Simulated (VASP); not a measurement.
A run of VASP 6.6.1 is set up as follows.

The input INCAR:

```
SYSTEM = Al2GaP3
  PREC = Accurate
  ENCUT = 520
  EDIFF = 1E-7
  ISMEAR = 0
  SIGMA = 0.01
  LREAL = .False.
  LASPH = .True.
  NELM = 60
  ALGO = Normal
  ISIF = 2
  LWAVE = .False.
  LCHARG = .False.
  GGA = PE
  NBANDS = 26
```

File KPOINTS:

```
Automatic mesh
0
Gamma
  12 12 4
  0 0 0
```

Contents of POSCAR:

```
Al2GaP3
1.0
    3.8683054428      0.0000000000      0.0000000000
   -1.9341527214      3.3500507831      0.0000000000
    0.0000000000      0.0000000000      9.4738397981
Al Ga P
2 1 3
Direct
    0.0000000000      0.0000000000      0.0001896586
    0.6666666667      0.3333333333      0.6661207826
    0.3333333333      0.6666666667      0.3335091645
    0.6666666667      0.3333333333      0.9167540636
    0.3333333333      0.6666666667      0.5832435861
    0.0000000000      0.0000000000      0.2501827445
```

Potentials or basis: VASP PAW PBE potentials, release 64 (Al, Ga_d, P).

Launch:

```console
$ cat potpaw_PBE.64/Al/POTCAR potpaw_PBE.64/Ga_d/POTCAR potpaw_PBE.64/P/POTCAR > POTCAR
$ mpirun -np 1 vasp_std > vasp.out
```

(1) Predict the largest force.

(2) Estimate the band gap on the k mesh.

Results:

(1) 0.068 eV/Å.

(2) 1.57 eV, indirect (least direct gap 2.09 eV).
